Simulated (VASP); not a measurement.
Si3N4:

```xyz
14
Lattice="7.6272 0.0000 0.0000 -3.8136 6.6053 0.0000 0.0000 0.0000 2.9182" Properties=species:S:1:pos:R:3 pbc="T T T"
Si   -1.6003    5.0742    0.7296
Si    2.4327    1.1512    2.1886
Si    0.2194    2.6824    0.7296
Si    5.4139    1.5312    2.1886
Si    1.3809    5.4542    0.7296
Si    3.5942    3.9230    2.1886
N     0.0000    4.4036    0.7296
N     3.8136    2.2018    2.1886
N     2.3999    0.1994    0.7296
N     1.0272    2.1781    2.1886
N     6.2545    1.9786    0.7296
N     1.4137    6.4059    2.1886
N     2.7864    4.4273    0.7296
N    -2.4409    4.6267    2.1886
```

Base run:

* Program: VASP 6.6.1
* Functional: PBE
* Potentials or basis: VASP PAW PBE potentials, release 64 (Si, N)
* Cutoff: 520 eV
* k mesh: 4 × 4 × 9
* Occupations: fermi-dirac, width 0.02 eV
* Spin: no spin polarisation

Its results: band gap on the k mesh 4.29 eV, indirect (least direct gap 4.48 eV); pressure 2.6 GPa; largest force 0.015 eV/Å.

Q: The run is repeated on the same cell with these changes: functional from PBE to r2SCAN; further incar settings from ALGO = Normal; EDIFF = 1e-06; NBANDS = 45 to ALGO = Normal; EDIFF = 1e-08; NBANDS = 45. What comes out?

A: Band gap on the k mesh 4.95 eV, indirect (least direct gap 5.14 eV); pressure -2.9 GPa; largest force 0.054 eV/Å.

Caveats: the PAW data sets were made with another functional, which shifts forces and pressure a little (some runs).

A k mesh can miss the band edges.
